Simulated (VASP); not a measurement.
Here is a VASP 6.6.1 calculation.

Contents of POSCAR:

```
SnSe
1.0
    4.2567830000      0.0000000000      0.0000000000
    2.1283915000      3.6864822164      0.0000000000
    2.1283915000      1.2288274055      3.4756487653
Sn Se
1 1
Direct
    0.0000000000      0.0000000000      0.0000000000
    0.5000000000      0.5000000000      0.5000000000
```

File INCAR.step1:

```
PREC = Accurate ; ENCUT = 400
EDIFF = 1E-5 ; ISMEAR = 0
SIGMA = 0.01 ; LREAL = False
LASPH = True ; NELM = 120
ALGO = Normal ; ISIF = 2
LWAVE = True ; LCHARG = False
NBANDS = 17 ; GGA = PE
GGA_COMPAT = False
```

File INCAR.step2:

```
PREC = Accurate ; ENCUT = 400
EDIFF = 1E-6 ; ISMEAR = 0
SIGMA = 0.01 ; LREAL = False
LASPH = True ; NELM = 120
ALGO = Normal ; ISIF = 2
LWAVE = False ; LCHARG = False
GGA = B3 ; LHFCALC = True
AEXX = 0.2 ; AGGAX = 0.72
AGGAC = 0.81 ; ALDAC = 0.19
PRECFOCK = Normal ; NBANDS = 17
ISTART = 1 ; GGA_COMPAT = False
```

The input KPOINTS:

```
regular mesh
0
Gamma
  4 4 4
```

Potentials or basis: VASP PAW PBE potentials, release 64 (Sn_d, Se).

Run with:

```bash
$ cat potpaw_PBE.64/Sn_d/POTCAR potpaw_PBE.64/Se/POTCAR > POTCAR
$ cp INCAR.step1 INCAR
$ mpirun -np 1 vasp_std > vasp.out
$ cp INCAR.step2 INCAR
$ mpirun -np 1 vasp_std > vasp.out
```

(1) Estimate the pressure.

(2) Estimate the band gap on the k mesh.

Answers

(1) 1.9 GPa.

(2) 0.74 eV.

Caveat: the k points lie up to 0.45 Å⁻¹ apart; the PAW data sets were made with another functional, which shifts forces and pressure a little; spin-orbit coupling is left out, which moves the levels of the heavy elements.
